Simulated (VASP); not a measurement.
ScCl, 4 atoms in the cell. Symmetry: R-3m, No. 166, trigonal system. Conventional cell: a = 3.473 Å, b = 3.473 Å, c = 26.710 Å, α = 90.00°, β = 90.00°, γ = 120.00°. Sc (site symmetry 3m) has 3 Cl at 2.59 Å and 9 Sc at 3.21 to 3.47 Å within 3.5 Å. Cl (site symmetry 3m) has 3 Sc at 2.59 Å and 6 Cl at 3.47 Å within 3.5 Å. 

- Program: VASP 6.6.1
- Task: single point
- Functional: r2SCAN
- Potentials or basis: VASP PAW PBE potentials, release 64 (Sc_sv, Cl)
- Cutoff: 520 eV
- k mesh: 8 × 8 × 8
- Occupations: methfessel-paxton, width 0.15 eV
- Spin: no spin polarisation
- Dipole correction: no
- Further INCAR settings: ALGO = Normal; EDIFF = 1e-06; NBANDS = 26

Potentials or basis: VASP PAW PBE potentials, release 64 (Sc_sv, Cl).

Launch:

```console
$ cat potpaw_PBE.64/Sc_sv/POTCAR potpaw_PBE.64/Cl/POTCAR > POTCAR
$ cp INCAR.step1 INCAR
$ mpirun -np 1 vasp_std > vasp.out
$ cp INCAR.step2 INCAR
$ mpirun -np 1 vasp_std > vasp.out
```

Hardware: 1 thread of Intel(R) Xeon(R) 6975P-C (Granite Rapids), with other jobs on the host.

How long does it take, and how much memory?

It took 34 min on 1 thread of Intel(R) Xeon(R) 6975P-C (Granite Rapids), on a shared host, peak memory 0.85 GiB. Counts: k points 65.
